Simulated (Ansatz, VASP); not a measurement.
One calculation of SiO2, two programs

Contents of INCAR:

```
PREC = Accurate
ENCUT = 520
EDIFF = 1E-8
ISMEAR = -1
SIGMA = 0.03
LREAL = F
LASPH = T
NELM = 80
ALGO = Normal
ISIF = 2
LWAVE = F
LCHARG = F
GGA = PE
LEFG = T
NBANDS = 25
```

The input KPOINTS:

```
Automatic mesh
0
Gamma
  7 7 7
```

File POSCAR:

```
SiO2
1.0
   -2.4452715000      2.4452715000      3.7440000000
    2.4452715000     -2.4452715000      3.7440000000
    2.4452715000      2.4452715000     -3.7440000000
Si O
2 4
Direct
    0.0000000000      0.0000000000      0.0000000000
    0.7500000000      0.2500000000      0.5000000000
    0.9983800000      0.6250000000      0.8733800000
    0.3750000000      0.2483800000      0.3733800000
    0.7516200000      0.1250000000      0.1266200000
    0.8750000000      0.0016200000      0.6266200000
```

Input for Ansatz:

```yaml
crystal:
  lattice:
    - [-2.4452715, 2.4452715, 3.744]
    - [2.4452715, -2.4452715, 3.744]
    - [2.4452715, 2.4452715, -3.744]
  atoms:
    - { symbol: Si, position: [0.0, 0.0, 0.0] }
    - { symbol: Si, position: [0.75, 0.25, 0.5] }
    - { symbol: O, position: [0.99838, 0.625, 0.87338] }
    - { symbol: O, position: [0.375, 0.24838, 0.37338] }
    - { symbol: O, position: [0.75162, 0.125, 0.12662] }
    - { symbol: O, position: [0.875, 0.00162, 0.62662] }
kpoints:
  mp_grid: { grid: [7, 7, 7] }
scf:
  occupations: { method: fermi_dirac, width: 0.03 }
hamiltonian:
  xc: pbe
  pseudopotentials: { kind: all_electron, datasets: crystal }
output:
  forces: true
  stress: true
  eigenvalues: true
  efg: { contact_densities: true }
```

Change from the starting cell: equal xx and yy strain of +3 %, crystal datasets.

Alike in both runs: task electric field gradients; functional PBE; k mesh 7 × 7 × 7; occupations fermi-dirac, width 0.03 eV; no spin polarisation.

|  | VASP | Ansatz |
| --- | --- | --- |
| version | VASP 6.6.1 | Ansatz 0.2.0 |
| potentials or method | VASP PAW PBE potentials, release 64 (Si, O), cutoff 520 eV | all-electron PAW with datasets made for the crystal, scalar-relativistic |

```tsv
	VASP	Ansatz	Ansatz less VASP
gap on the k mesh at the Fermi level (eV)	5.66	5.67	+0.013
pressure (GPa)	-5.5	-5.6	-0.11
traceless stress, the component that is largest in VASP (GPa)	-0.20	-0.24	-0.041
rms of the force components (eV/Å)	0.286	0.286	-0.0003
size of Vzz on the site where it differs most (V/Å²)	94.0	94.8	+0.73
```

Atom by atom the forces differ by 0.000 eV/Å (rms over components). Ansatz ran all-electron here, and VASP with PAW potentials.
